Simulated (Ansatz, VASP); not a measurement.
BaTiO3 in VASP and in Ansatz

```
Ba Ti O
1.0
     3.97275    0.00000    0.00000
     0.00000    3.97275    0.00000
     0.00000    0.00000    3.98807
Ba Ti O
1 1 3
Direct
  0.50000 0.50000 0.57857
  0.00000 0.00000 0.09190
  0.00000 0.50000 0.06598
  0.50000 0.00000 0.06598
  0.00000 0.00000 0.55757
```

Alike in both runs: task single point; functional r2SCAN; k mesh 8 × 8 × 8; occupations gaussian, width 0.02 eV; no spin polarisation.

|  | VASP | Ansatz |
| --- | --- | --- |
| version | VASP 6.6.1 | Ansatz 0.2.0 |
| potentials or method | VASP PAW PBE potentials, release 64 (Ba_sv, Ti_sv, O), cutoff 520 eV | scalar-relativistic, plane waves, PAW |
| valence electrons in the cell | 40 | 40 |

```csv
,VASP,Ansatz,Ansatz less VASP
gap on the k mesh at the Fermi level (eV),2.22,2.25,+0.027
least direct gap on the mesh (eV),2.53,2.51,-0.015
pressure (GPa),5.6,3.5,-2.12
"traceless stress, the component that is largest in VASP (GPa)",1.33,1.22,-0.110
rms of the force components (eV/Å),0.042,0.002,-0.0403
```

VASP's potentials were made for PBE, not for r2SCAN. Atom by atom the forces differ by 0.043 eV/Å (rms over components).

Spin-orbit coupling is off throughout.
